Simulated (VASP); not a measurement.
# RbCdI3 (Pm-3m) in VASP: single point with r2SCAN+rVV10

Aim: the single point of RbCdI3 with r2SCAN+rVV10.

All numbers are computed with VASP 6.6.1; they aren't measurements. Logs are shortened: lines on timing, memory, paths and dates and some standing lists are left out, and cuts for length are marked.

## (1) The cell of the first run

The structure is cubic, space group Pm-3m (No. 221). The conventional cell has a = 5.896 Å, b = 5.896 Å, c = 5.896 Å, α = 90.00°, β = 90.00°, γ = 90.00°. Within 5.5 Å of Rb (site symmetry m-3m) lie 12 I at 4.17 Å and 8 Cd at 5.11 Å. Within 3.9 Å of Cd (site symmetry m-3m) lie 6 I at 2.95 Å. I (site symmetry 4/mmm) has 2 Cd at 2.95 Å within 3.9 Å.

## (2) Single point, r2SCAN+rVV10

POSCAR reads:

```
RbCdI3
1.0
    5.8961567057      0.0000000000      0.0000000000
    0.0000000000      5.8961567057      0.0000000000
    0.0000000000      0.0000000000      5.8961567057
Rb Cd I
1 1 3
Direct
    0.0000000000      0.0000000000      0.0000000000
    0.5000000000      0.5000000000      0.5000000000
    0.5000000000      0.5000000000      0.0000000000
    0.5000000000      0.0000000000      0.5000000000
    0.0000000000      0.5000000000      0.5000000000
```

INCAR.step1 reads:

```
SYSTEM = RbCdI3
PREC = Accurate
ENCUT = 520
ISMEAR = -1
SIGMA = 0.03
LREAL = .FALSE.
LASPH = .TRUE.
NELM = 80
NBANDS = 29
GGA = PE
ALGO = Normal
EDIFF = 1E-4
LWAVE = .TRUE.
LCHARG = .FALSE.
```

INCAR.step2 reads:

```
SYSTEM = RbCdI3
PREC = Accurate
ENCUT = 520
EDIFF = 1E-6
ISMEAR = -1
SIGMA = 0.03
LREAL = .FALSE.
LASPH = .TRUE.
NELM = 80
ALGO = Normal
ISIF = 2
LWAVE = .FALSE.
LCHARG = .TRUE.
METAGGA = R2SCAN
LMIXTAU = .TRUE.
LUSE_VDW = .TRUE.
IVDW_NL = 2
BPARAM = 11.95
CPARAM = 0.0093
LELF = .TRUE.
LVHAR = .TRUE.
NBANDS = 29
ISTART = 1
```

KPOINTS reads:

```
regular mesh
0
G
  6 6 6
  0 0 0
```

Potentials or basis: VASP PAW PBE potentials, release 64 (Rb_sv, Cd, I).

On the command line:

```
$ cat potpaw_PBE.64/Rb_sv/POTCAR potpaw_PBE.64/Cd/POTCAR potpaw_PBE.64/I/POTCAR > POTCAR
$ cp INCAR.step1 INCAR
$ mpirun -np 1 vasp_std > vasp.out
$ cp INCAR.step2 INCAR
$ mpirun -np 1 vasp_std > vasp.out
```

OUTCAR:

```text
SYSTEM = RbCdI3
   PREC = Accurate
   ENCUT = 520
   EDIFF = 1E-6
   ISMEAR = -1
   LREAL = .FALSE.
   LASPH = .TRUE.
   NELM = 80
   ISIF = 2
   METAGGA = R2SCAN
   IVDW_NL = 2
   BPARAM = 11.95
   ISTART = 1

 ion  position               nearest neighbor table
   1  0.000  0.000  0.000-   3 4.17   4 4.17   5 4.17   4 4.17   5 4.17   3 4.17   5 4.17   5 4.17
                             3 4.17   4 4.17   4 4.17   3 4.17
   2  0.500  0.500  0.500-   3 2.95   4 2.95   5 2.95   3 2.95   4 2.95   5 2.95
   3  0.500  0.500  0.000-   2 2.95   2 2.95   1 4.17   1 4.17   1 4.17   1 4.17
   4  0.500  0.000  0.500-   2 2.95   2 2.95   1 4.17   1 4.17   1 4.17   1 4.17
   5  0.000  0.500  0.500-   2 2.95   2 2.95   1 4.17   1 4.17   1 4.17   1 4.17

  LATTYP: Found a simple cubic cell.
 ALAT       =     5.8961567057

  Lattice vectors:

 A1 = (   5.8961567057,   0.0000000000,   0.0000000000)
 A2 = (   0.0000000000,   5.8961567057,   0.0000000000)
 A3 = (   0.0000000000,   0.0000000000,   5.8961567057)

Analysis of symmetry for initial positions (statically):
=====================================================================
 Subroutine PRICEL returns:
 Original cell was already a primitive cell.

 Routine SETGRP: Setting up the symmetry group for a
 simple cubic supercell.

 Subroutine GETGRP returns: Found 48 space group operations
 (whereof 48 operations were pure point group operations)
 out of a pool of 48 trial point group operations.

The static configuration has the point symmetry O_h .

Analysis of symmetry for dynamics (positions and initial velocities):
=====================================================================
 Subroutine PRICEL returns:
 Original cell was already a primitive cell.

 Routine SETGRP: Setting up the symmetry group for a
 simple cubic supercell.

 Subroutine GETGRP returns: Found 48 space group operations
 (whereof 48 operations were pure point group operations)
 out of a pool of 48 trial point group operations.

The dynamic configuration has the point symmetry O_h .

 Subroutine INISYM returns: Found 48 space group operations
 (whereof 48 operations are pure point group operations),
 and found     1 'primitive' translations

----------------------------------------------------------------------------------------

                                     Primitive cell

[... 91 lines left out ...]
   EDIFF  = 0.1E-05   stopping-criterion for ELM
   LREAL  =      F    real-space projection
   EDIFFG = 0.1E-04   stopping-criterion for IOM
   NSW    =      0    number of steps for IOM
   IBRION =     -1    ionic relax: 0-MD 1-quasi-New 2-CG
   NFREE  =      0    steps in history (QN), initial steepest desc. (CG)
   ISIF   =      2    stress and relaxation
   ISYM   =      2    0-nonsym 1-usesym 2-fastsym
   POTIM  = 0.5000    time-step for ionic-motion
   TEBEG  =    0.0;   TEEND  =   0.0 temperature during run
   PSTRESS=    0.0 pullay stress
   NELECT =      42.0000    total number of electrons
   NUPDOWN=      -1.0000    fix difference up-down
   EMIN   =  10.00;   EMAX   =-10.00  energy-range for DOS
   EFERMI =   0.00;   METHOD = LEGACY
   ISMEAR =    -1;   SIGMA  =   0.03  broadening in eV -4-tet -1-fermi 0-gaus
   EFERMI_NEDOS =   21; number of points for ismear=-14 and -15
   IALGO  =     38    algorithm
   IMIX   =      4    mixing-type and parameters
     AMIX     =   0.40;   BMIX     =  1.00
     AMIX_MAG =   1.60;   BMIX_MAG =  1.00
  volume/ion in A,a.u.               =      41.00       276.65
  Fermi-wavevector in a.u.,A,eV,Ry     =   0.965137  1.823844 12.673680  0.931489
  Thomas-Fermi vector in A             =   2.094828
   LORBIT       =      0    0 simple, 1 ext, 2 COOP (PROOUT), +10 PAW based schemes
   METAGGA = R2SCAN    functional components
   LHFCALC =     F    Hartree Fock is set to
   AEXX    =    0.0000 exact exchange contribution
   IVDW_NL    =     2    kernel type
   BPARAM     =11.9500
   IVDW    =     0    specifies the selected vdW correction
   LEPSILON=     F    determine dielectric tensor
   LRPA    =     F    only Hartree local field effects (RPA)
 non-spin polarized calculation
  energy-cutoff  :      520.00
  volume of cell :      204.98
 maximum number of plane-waves:      5566
 NGX is ok and might be reduce to    48
   NGX = 21   NGY = 21   NGZ = 21

 number of electron      41.9999997 magnetization

 Free energy of the ion-electron system (eV)
  ---------------------------------------------------
  ext. energy  EPLUGINS =         0.00000000
  ---------------------------------------------------
  free energy    TOTEN  =      -111.58925801 eV

  energy without entropy =     -111.58889340  energy(sigma->0) =     -111.58907570

 E-fermi :   1.0229     XC(G=0):  -8.3153

 val. band max:        0.8883848695   @ k =   0.5000   0.5000   0.5000
 cond. band min:       1.0749700530   @ k =   0.0000   0.0000   0.0000
 fundamental gap:      0.1865851835
 Fermi energy:         1.0229452854

 k-point     1 :       0.0000    0.0000    0.0000
  band No.  band energies     occupation
      1     -25.9523      2.00000
      2     -11.3622      2.00000
      3     -10.7175      2.00000
      4     -10.7175      2.00000
      5      -9.4838      2.00000
      6      -9.4838      2.00000
[... 629 lines left out ...]
     28       7.9735      0.00000
     29       7.9735      0.00000

------------------------ aborting loop because EDIFF is reached ----------------------------------------

  FORCE on cell =-STRESS in cart. coord.  units (eV):
  Direction    XX          YY          ZZ          XY          YZ          ZX
  --------------------------------------------------------------------------------------
  -------------------------------------------------------------------------------------
  Total        0.2327504      0.2327504      0.2327504      0.0000000      0.0000000      0.0000000
  in kB        1.8192565      1.8192565      1.8192565      0.0000000      0.0000000      0.0000000
  external PRESSURE =       1.8192565 kB  Pullay stress =       0.0000000 kB

 VOLUME and BASIS-vectors are now :
 -----------------------------------------------------------------------------
  energy-cutoff  :      520.00
  volume of cell :      204.98
      direct lattice vectors                 reciprocal lattice vectors
     5.896156706  0.000000000  0.000000000     0.169602005  0.000000000  0.000000000
     0.000000000  5.896156706  0.000000000     0.000000000  0.169602005  0.000000000
     0.000000000  0.000000000  5.896156706     0.000000000  0.000000000  0.169602005

 POSITION                                       TOTAL-FORCE (eV/Angst)
 -----------------------------------------------------------------------------------
      0.00000      0.00000      0.00000         0.000000      0.000000      0.000000
      2.94808      2.94808      2.94808         0.000000      0.000000      0.000000
      2.94808      2.94808      0.00000         0.000000      0.000000      0.000000
      2.94808      0.00000      2.94808         0.000000      0.000000      0.000000
      0.00000      2.94808      2.94808         0.000000      0.000000      0.000000
 -----------------------------------------------------------------------------------
    total drift:                                0.000000     -0.000000     -0.000000

  FREE ENERGIE OF THE ION-ELECTRON SYSTEM (eV)
  ---------------------------------------------------
  free  energy   TOTEN  =      -111.5892580068 eV

  energy  without entropy=     -111.5888933973  energy(sigma->0) =     -111.58907570
```

Run time: 9.4 min. Hardware: 1 thread of Intel Xeon Platinum 8488C (Sapphire Rapids), shared host; peak memory 0.82 GiB.

Results:

```
Free energy            : -111.5893 eV
Pressure               : 0.2 GPa
Band gap on the k mesh : 0.19 eV, indirect (least direct gap 0.69 eV)
```

Caveat: the PAW data sets were made with another functional, which shifts forces and pressure a little; spin-orbit coupling is left out, which moves the levels of the heavy elements.
